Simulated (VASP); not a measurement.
Input of a VASP 6.6.1 run:

The input POSCAR:

```
AlGaN2
1.0
    3.1384692830      0.0000000000      0.0000000000
    0.0000000000      3.1384692830      0.0000000000
    0.0000000000      0.0000000000      4.4227212057
Al Ga N
1 1 2
Direct
    0.5000000000      0.5000000000      0.5000000000
    0.0000000000      0.0000000000      0.0000000000
    0.5000000000      0.0000000000      0.7390927671
    0.0000000000      0.5000000000      0.2609072329
```

File INCAR.step1:

```
PREC = Accurate
ENCUT = 500
EDIFF = 1E-5
ISMEAR = 0
SIGMA = 0.02
LREAL = F
LASPH = T
NELM = 100
ALGO = Normal
ISIF = 2
LWAVE = T
LCHARG = F
GGA = PE
```

Contents of INCAR.step2:

```
PREC = Accurate
ENCUT = 500
EDIFF = 1E-8
ISMEAR = 0
SIGMA = 0.01
LREAL = F
LASPH = T
NELM = 100
ALGO = Normal
LWAVE = T
LCHARG = F
GGA = PE
LHFCALC = T
HFSCREEN = 0.2
PRECFOCK = Normal
ISTART = 1
```

Contents of INCAR.step3:

```
PREC = Accurate
ENCUT = 500
EDIFF = 1E-8
ISMEAR = 0
SIGMA = 0.01
LREAL = F
LASPH = T
NELM = 1
ALGO = Exact
LWAVE = T
LCHARG = F
GGA = PE
LHFCALC = T
HFSCREEN = 0.2
PRECFOCK = Normal
ISTART = 1
NBANDS = 176
LOPTICS = T
```

Contents of INCAR.step4:

```
PREC = Accurate
ENCUT = 500
EDIFF = 1E-8
ISMEAR = 0
SIGMA = 0.01
LREAL = F
LASPH = T
ALGO = EVGW0
LWAVE = F
LCHARG = F
GGA = PE
LHFCALC = T
HFSCREEN = 0.2
PRECFOCK = Fast
ISTART = 1
NELMGW = 1
NBANDS = 176
ENCUTGW = 140.0
NOMEGA = 48
NBANDSGW = 21
```

Contents of KPOINTS:

```
regular mesh
0
Gamma
  4 4 4
```

Potentials or basis: VASP PAW PBE potentials, release 64 (Al_GW, Ga_d_GW, N_GW).

Launch:

```console
$ cat potpaw_PBE.64/Al_GW/POTCAR potpaw_PBE.64/Ga_d_GW/POTCAR potpaw_PBE.64/N_GW/POTCAR > POTCAR
$ cp INCAR.step1 INCAR
$ mpirun -np 1 vasp_std > vasp.out
$ cp INCAR.step2 INCAR
$ mpirun -np 1 vasp_std > vasp.out
$ cp INCAR.step3 INCAR
$ mpirun -np 1 vasp_std > vasp.out
$ cp INCAR.step4 INCAR
$ mpirun -np 1 vasp_std > vasp.out
```

**Question.** Predict the quasiparticle gap.

**Answer.** 4.85 eV.

**Question.** Estimate the least direct quasiparticle gap.

**Answer.** 4.85 eV.

**Question.** Estimate the band gap of the starting levels on the mesh.

**Answer.** 4.21 eV.

Caveat: the k points lie up to 0.50 Å⁻¹ apart; bands, screening cutoff and mesh are small and nothing is extrapolated, so the quasiparticle values aren't converged.
